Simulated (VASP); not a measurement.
# Mg3CdSe2O2 (P-4m2) in VASP: a series of runs

The runs below take Mg3CdSe2O2 through single point, relaxation of shape and atoms at fixed volume, with PBE.

All numbers are computed with VASP 6.6.1; they aren't measurements. Logs are shortened: lines on timing, memory, paths and dates and some standing lists are left out, and cuts for length are marked.

## (1) The cell of the first run

Symmetry: P-4m2, No. 115, tetragonal system. Conventional cell: a = 3.890 Å, b = 3.890 Å, c = 9.814 Å, α = 90.00°, β = 90.00°, γ = 90.00°. Within 2.7 Å of Mg (site symmetry -4m2) lie 4 O at 2.04 Å. Within 2.8 Å of Mg (site symmetry 2mm) lie 2 O at 2.14 Å and 2 Se at 2.55 Å. Within 3.5 Å of Cd (site symmetry -4m2) lie 4 Se at 2.63 Å. Within 3.4 Å of Se (site symmetry 2mm) lie 2 Mg at 2.55 Å and 2 Cd at 2.63 Å. O (site symmetry 2mm) has 4 Mg at 2.04 to 2.14 Å within 2.7 Å.

## (2) Single point, PBE

INCAR reads:

```
SYSTEM = Mg3CdSe2O2
PREC = Accurate ; ENCUT = 520
EDIFF = 1E-7 ; ISMEAR = 0
SIGMA = 0.02 ; LREAL = .False.
LASPH = .True. ; NELM = 60
ALGO = Normal ; ISIF = 2
LWAVE = .False. ; LCHARG = .True.
GGA = PE ; LELF = .True.
LVHAR = .True. ; NBANDS = 31
```

KPOINTS reads:

```
regular mesh
0
Gamma
  8 8 4
  0 0 0
```

POSCAR reads:

```
Mg3CdSe2O2
1.0
    3.8898312861      0.0000000000      0.0000000000
    0.0000000000      3.8898312861      0.0000000000
    0.0000000000      0.0000000000      9.8137350868
Mg Cd Se O
3 1 2 2
Direct
    0.0000000000      0.0000000000      0.0000000000
    0.5000000000      0.5000000000      0.8475075572
    0.5000000000      0.5000000000      0.1524924428
    0.0000000000      0.0000000000      0.5000000000
    0.5000000000      0.0000000000      0.6798916319
    0.0000000000      0.5000000000      0.3201083681
    0.5000000000      0.0000000000      0.0623488513
    0.0000000000      0.5000000000      0.9376511487
```

Potentials or basis: VASP PAW PBE potentials, release 64 (Mg, Cd, Se, O).

The run is started by

```
$ cat potpaw_PBE.64/Mg/POTCAR potpaw_PBE.64/Cd/POTCAR potpaw_PBE.64/Se/POTCAR potpaw_PBE.64/O/POTCAR > POTCAR
$ mpirun -np 1 vasp_std > vasp.out
```

OUTCAR:

```text
SYSTEM = Mg3CdSe2O2
   PREC = Accurate
   ENCUT = 520
   EDIFF = 1E-7
   ISMEAR = 0
   LREAL = .False.
   LASPH = .True.
   NELM = 60
   ISIF = 2
   GGA = PE

 ion  position               nearest neighbor table
   1  0.000  0.000  0.000-   7 2.04   8 2.04   8 2.04   7 2.04   2 3.13   3 3.13   2 3.13   2 3.13
                             3 3.13   3 3.13   2 3.13   3 3.13
   2  0.500  0.500  0.848-   8 2.14   8 2.14   5 2.55   5 2.55   3 2.99   1 3.13   1 3.13   1 3.13
                             1 3.13
   3  0.500  0.500  0.152-   7 2.14   7 2.14   6 2.55   6 2.55   2 2.99   1 3.13   1 3.13   1 3.13
                             1 3.13
   4  0.000  0.000  0.500-   5 2.63   6 2.63   6 2.63   5 2.63
   5  0.500  0.000  0.680-   2 2.55   2 2.55   4 2.63   4 2.63
   6  0.000  0.500  0.320-   3 2.55   3 2.55   4 2.63   4 2.63
   7  0.500  0.000  0.062-   1 2.04   1 2.04   3 2.14   3 2.14
   8  0.000  0.500  0.938-   1 2.04   1 2.04   2 2.14   2 2.14

  LATTYP: Found a simple tetragonal cell.
 ALAT       =     3.8898312861
 C/A-ratio  =     2.5229204983

  Lattice vectors:

 A1 = (   3.8898312861,   0.0000000000,   0.0000000000)
 A2 = (   0.0000000000,   3.8898312861,   0.0000000000)
 A3 = (   0.0000000000,   0.0000000000,   9.8137350868)

Analysis of symmetry for initial positions (statically):
=====================================================================
 Subroutine PRICEL returns:
 Original cell was already a primitive cell.

 Routine SETGRP: Setting up the symmetry group for a
 simple tetragonal supercell.

 Subroutine GETGRP returns: Found  8 space group operations
 (whereof  8 operations were pure point group operations)
 out of a pool of 16 trial point group operations.

The static configuration has the point symmetry D_2d.

Analysis of symmetry for dynamics (positions and initial velocities):
=====================================================================
 Subroutine PRICEL returns:
 Original cell was already a primitive cell.

 Routine SETGRP: Setting up the symmetry group for a
 simple tetragonal supercell.

 Subroutine GETGRP returns: Found  8 space group operations
 (whereof  8 operations were pure point group operations)
 out of a pool of 16 trial point group operations.

The dynamic configuration has the point symmetry D_2d.

 Subroutine INISYM returns: Found  8 space group operations
 (whereof  8 operations are pure point group operations),
 and found     1 'primitive' translations

----------------------------------------------------------------------------------------

                                     Primitive cell

  volume of cell :     148.4895

  direct lattice vectors                    reciprocal lattice vectors
     3.889831286  0.000000000  0.000000000     0.257080559  0.000000000  0.000000000
     0.000000000  3.889831286  0.000000000     0.000000000  0.257080559  0.000000000
     0.000000000  0.000000000  9.813735087     0.000000000  0.000000000  0.101898002

  length of vectors
     3.889831286  3.889831286  9.813735087     0.257080559  0.257080559  0.101898002

  position of ions in fractional coordinates (direct lattice)
     0.000000000  0.000000000  0.000000000
     0.500000000  0.500000000  0.847507557
     0.500000000  0.500000000  0.152492443
     0.000000000  0.000000000  0.500000000
     0.500000000  0.000000000  0.679891632
     0.000000000  0.500000000  0.320108368
     0.500000000  0.000000000  0.062348851
     0.000000000  0.500000000  0.937651149

  ion indices of the primitive-cell ions
   primitive index   ion index
                 1           1
                 2           2
                 3           3
                 4           4
                 5           5
                 6           6
                 7           7
                 8           8

----------------------------------------------------------------------------------------

 KPOINTS: regular mesh

Automatic generation of k-mesh.
 Grid dimensions read from file:
 generate k-points for:    8    8    4

 Generating k-lattice:

  Cartesian coordinates                     Fractional coordinates (reciprocal lattice)
     0.032135070  0.000000000  0.000000000     0.125000000  0.000000000  0.000000000
     0.000000000  0.032135070  0.000000000     0.000000000  0.125000000  0.000000000
     0.000000000  0.000000000  0.025474501     0.000000000  0.000000000  0.250000000

  Length of vectors
     0.032135070  0.032135070  0.025474501

  Shift w.r.t. Gamma in fractional coordinates (k-lattice)
     0.000000000  0.000000000  0.000000000

 Subroutine IBZKPT returns following result:
 ===========================================

 Found     45 irreducible k-points:

 Following reciprocal coordinates:
            Coordinates               Weight
  0.000000  0.000000  0.000000      1.000000
  0.125000  0.000000  0.000000      4.000000
  0.250000  0.000000  0.000000      4.000000
  0.375000  0.000000  0.000000      4.000000
  0.500000  0.000000  0.000000      2.000000
  0.125000  0.125000  0.000000      4.000000
[... 16 lines left out ...]
  0.375000  0.125000  0.250000     16.000000
  0.500000  0.125000  0.250000      8.000000
 [... further k-points ...]
   k-points           NKPTS =     45   k-points in BZ     NKDIM =     45   number of bands    NBANDS=     31
   number of dos      NEDOS =    301   number of ions     NIONS =      8
   total plane-waves  NPLWV =  72000
   dimension x,y,z NGX =    30 NGY =   30 NGZ =   80
   dimension x,y,z NGXF=    60 NGYF=   60 NGZF=  160
   ions per type =               3   1   2   2
   NGX,Y,Z   is equivalent  to a cutoff of  12.82, 12.82, 13.55 a.u.
   NGXF,Y,Z  is equivalent  to a cutoff of  25.64, 25.64, 27.10 a.u.
 SYSTEM =  Mg3CdSe2O2
   PREC   = accura    normal or accurate (medium, high low for compatibility)
   ISTART =      0    job   : 0-new  1-cont  2-samecut
   ICHARG =      2    charge: 1-file 2-atom 10-const
   ISPIN  =      1    spin polarized calculation?
   LNONCOLLINEAR =      F non collinear calculations
   LSORBIT =      F    spin-orbit coupling
   LASPH  =      T    aspherical Exc in radial PAW
   ENCUT  =  520.0 eV  38.22 Ry    6.18 a.u.   7.23  7.23 18.25*2*pi/ulx,y,z
   NELM   =     60;   NELMIN=  2; NELMDL= -5     # of ELM steps
   EDIFF  = 0.1E-06   stopping-criterion for ELM
   LREAL  =      F    real-space projection
   EDIFFG = 0.1E-05   stopping-criterion for IOM
   NSW    =      0    number of steps for IOM
   IBRION =     -1    ionic relax: 0-MD 1-quasi-New 2-CG
   NFREE  =      0    steps in history (QN), initial steepest desc. (CG)
   ISIF   =      2    stress and relaxation
   ISYM   =      2    0-nonsym 1-usesym 2-fastsym
   POTIM  = 0.5000    time-step for ionic-motion
   TEBEG  =    0.0;   TEEND  =   0.0 temperature during run
   PSTRESS=    0.0 pullay stress
   NELECT =      42.0000    total number of electrons
   NUPDOWN=      -1.0000    fix difference up-down
   EMIN   =  10.00;   EMAX   =-10.00  energy-range for DOS
   EFERMI =   0.00;   METHOD = LEGACY
   ISMEAR =     0;   SIGMA  =   0.02  broadening in eV -4-tet -1-fermi 0-gaus
   EFERMI_NEDOS =   21; number of points for ismear=-14 and -15
   IALGO  =     38    algorithm
   IMIX   =      4    mixing-type and parameters
     AMIX     =   0.40;   BMIX     =  1.00
     AMIX_MAG =   1.60;   BMIX_MAG =  1.00
  volume/ion in A,a.u.               =      18.56       125.26
  Fermi-wavevector in a.u.,A,eV,Ry     =   1.074631  2.030758 15.712436  1.154831
  Thomas-Fermi vector in A             =   2.210465
   LORBIT       =      0    0 simple, 1 ext, 2 COOP (PROOUT), +10 PAW based schemes
   GGA     = PE    functional components
   LHFCALC =     F    Hartree Fock is set to
   AEXX    =    0.0000 exact exchange contribution
   IVDW    =     0    specifies the selected vdW correction
   LEPSILON=     F    determine dielectric tensor
   LRPA    =     F    only Hartree local field effects (RPA)
 non-spin polarized calculation
 Gauss-broadening in eV      SIGMA  =   0.02
  energy-cutoff  :      520.00
  volume of cell :      148.49
 maximum number of plane-waves:      4046
 NGX is ok and might be reduce to    30
   NGX = 15   NGY = 15   NGZ = 37

 number of electron      42.0000010 magnetization

 Free energy of the ion-electron system (eV)
  ---------------------------------------------------
  ext. energy  EPLUGINS =         0.00000000
  ---------------------------------------------------
  free energy    TOTEN  =       -35.27212914 eV

  energy without entropy =      -35.27212914  energy(sigma->0) =      -35.27212914

 E-fermi :   2.1625     XC(G=0):  -9.2312

 val. band max:        2.0599834199   @ k =   0.3750   0.0000   0.5000
 cond. band min:       3.1534947358   @ k =   0.0000   0.0000   0.0000
 fundamental gap:      1.0935113159
 Fermi energy:         2.1624530323

 k-point     1 :       0.0000    0.0000    0.0000
  band No.  band energies     occupation
      1     -15.6524      2.00000
      2     -14.8639      2.00000
      3     -10.2678      2.00000
      4     -10.0406      2.00000
      5      -5.7493      2.00000
      6      -5.7117      2.00000
[... 23 lines left out ...]
     30       9.3006      0.00000
     31       9.6728      0.00000

 k-point     2 :       0.1250    0.0000    0.0000
  band No.  band energies     occupation
      1     -15.6139      2.00000
      2     -14.8833      2.00000
      3     -10.2205      2.00000
      4     -10.0111      2.00000
      5      -5.7546      2.00000
      6      -5.7084      2.00000
[... 23 lines left out ...]
     30       9.3656      0.00000
     31       9.8035      0.00000

 k-point     3 :       0.2500    0.0000    0.0000
  band No.  band energies     occupation
      1     -15.5072      2.00000
      2     -14.9437      2.00000
      3     -10.0999      2.00000
      4      -9.9401      2.00000
      5      -5.7564      2.00000
      6      -5.7004      2.00000
[... 23 lines left out ...]
     30       9.8221      0.00000
     31      10.1568      0.00000

 k-point     4 :       0.3750    0.0000    0.0000
  band No.  band energies     occupation
      1     -15.3560      2.00000
      2     -15.0485      2.00000
      3      -9.9653      2.00000
      4      -9.8738      2.00000
      5      -5.7420      2.00000
      6      -5.6923      2.00000
[... 23 lines left out ...]
     30      10.0293      0.00000
     31      10.2555      0.00000

 k-point     5 :       0.5000    0.0000    0.0000
  band No.  band energies     occupation
      1     -15.1984      2.00000
      2     -15.1868      2.00000
      3      -9.8972      2.00000
      4      -9.8555      2.00000
      5      -5.7315      2.00000
      6      -5.6888      2.00000
[... 23 lines left out ...]
     30       9.7837      0.00000
     31      10.1711      0.00000
[... 542 lines left out ...]
     30       9.2841      0.00000
     31       9.8209      0.00000

 k-point    22 :       0.2500    0.1250    0.2500
  band No.  band energies     occupation
      1     -15.4757      2.00000
      2     -14.9534      2.00000
      3     -10.0619      2.00000
      4      -9.9023      2.00000
      5      -5.7346      2.00000
      6      -5.7029      2.00000
[... 23 lines left out ...]
     30       9.6107      0.00000
     31      10.1664      0.00000

 k-point    23 :       0.3750    0.1250    0.2500
  band No.  band energies     occupation
      1     -15.3328      2.00000
      2     -15.0478      2.00000
      3      -9.9276      2.00000
      4      -9.8372      2.00000
      5      -5.7168      2.00000
      6      -5.6846      2.00000
[... 23 lines left out ...]
     30       9.4462      0.00000
     31       9.8598      0.00000

 k-point    24 :       0.5000    0.1250    0.2500
  band No.  band energies     occupation
      1     -15.1853      2.00000
      2     -15.1753      2.00000
      3      -9.8582      2.00000
      4      -9.8211      2.00000
      5      -5.7038      2.00000
      6      -5.6782      2.00000
[... 23 lines left out ...]
     30       9.3559      0.00000
     31       9.6446      0.00000

 [... further k-points ...]
[... 5 lines left out ...]
  --------------------------------------------------------------------------------------
  -------------------------------------------------------------------------------------
  Total       -0.0910482     -0.0910482      0.0299966      0.0000000      0.0000000      0.0000000
  in kB       -0.9823950     -0.9823950      0.3236587      0.0000000      0.0000000      0.0000000
  external PRESSURE =      -0.5470437 kB  Pullay stress =       0.0000000 kB

 VOLUME and BASIS-vectors are now :
 -----------------------------------------------------------------------------
  energy-cutoff  :      520.00
  volume of cell :      148.49
      direct lattice vectors                 reciprocal lattice vectors
     3.889831286  0.000000000  0.000000000     0.257080559  0.000000000  0.000000000
     0.000000000  3.889831286  0.000000000     0.000000000  0.257080559  0.000000000
     0.000000000  0.000000000  9.813735087     0.000000000  0.000000000  0.101898002

 POSITION                                       TOTAL-FORCE (eV/Angst)
 -----------------------------------------------------------------------------------
      0.00000      0.00000      0.00000         0.000000      0.000000      0.000000
      1.94492      1.94492      8.31721         0.000000      0.000000      0.001983
      1.94492      1.94492      1.49652        -0.000000      0.000000     -0.001983
      0.00000      0.00000      4.90687        -0.000000      0.000000      0.000000
      1.94492      0.00000      6.67228         0.000000      0.000000      0.053135
      0.00000      1.94492      3.14146         0.000000     -0.000000     -0.053135
      1.94492      0.00000      0.61188         0.000000      0.000000     -0.007891
      0.00000      1.94492      9.20186         0.000000      0.000000      0.007891
 -----------------------------------------------------------------------------------
    total drift:                                0.000000      0.000000      0.000000

  FREE ENERGIE OF THE ION-ELECTRON SYSTEM (eV)
  ---------------------------------------------------
  free  energy   TOTEN  =       -35.2721291376 eV

  energy  without entropy=      -35.2721291376  energy(sigma->0) =      -35.27212914
```

Run time: 2.7 min. Hardware: 1 thread of Intel Xeon 6975P-C (Granite Rapids), shared host; peak memory 0.4 GiB.

What came out:

- Free energy: -35.2721 eV
- Pressure: -0.1 GPa
- Largest force: 0.053 eV/Å
- Band gap on the k mesh: 1.09 eV, indirect (least direct gap 1.16 eV)

Forces on the atoms (eV/Å):
```
Mg   0.000  0.000  0.000
Mg   0.000  0.000  0.002
Mg   0.000  0.000 -0.002
Cd   0.000  0.000  0.000
Se   0.000  0.000  0.053
Se   0.000  0.000 -0.053
O    0.000  0.000 -0.008
O    0.000  0.000  0.008
```

A k mesh can miss the band edges. PBE gaps usually lie below the measured ones, often by a third to a half.

[end of part 1 of 2]
